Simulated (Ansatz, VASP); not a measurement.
SiO2: VASP beside Ansatz

```xyz
12
Lattice="4.9820 0.0000 0.0000 0.0000 4.9820 0.0000 0.0000 0.0000 6.9630" Properties=species:S:1:pos:R:3 pbc="T T T"
Si    3.9805    1.0015    5.2222
Si    3.4925    3.4925    3.4815
Si    1.0015    3.9805    1.7408
Si    1.4895    1.4895    0.0000
O     0.5155    1.1951    5.7227
O     1.2959    3.0065    0.5004
O     4.4665    3.7869    2.2412
O     3.6861    1.9755    3.9819
O     3.0065    1.2959    6.4626
O     3.7869    4.4665    4.7218
O     1.9755    3.6861    2.9811
O     1.1951    0.5155    1.2403
```

Alike in both runs: task relaxation of cell and atoms; functional PBE; k mesh 6 × 6 × 4; occupations fermi-dirac, width 0.05 eV; no spin polarisation.

```csv
,VASP,Ansatz
version,VASP 6.6.1,Ansatz 0.2.0
potentials or method,"VASP PAW PBE potentials, release 64 (Si, O)",Ansatz PAW
plane-wave cutoff (eV),600,420
valence electrons in the cell,64,64
```

```tsv
	VASP	Ansatz	Ansatz less VASP
gap on the k mesh at the Fermi level, each at its own relaxed structure (eV)	5.51	5.51	0.000
relaxed volume (Å³/atom)	15.31	15.28	-0.036
relaxed length of the cell vector where the two differ most in proportion (Å)	5.088	5.082	-0.0055
```

Noted on Ansatz's run: the plane-wave basis is chosen anew once the cell has moved, so the energies of steps on either side of that aren't comparable.
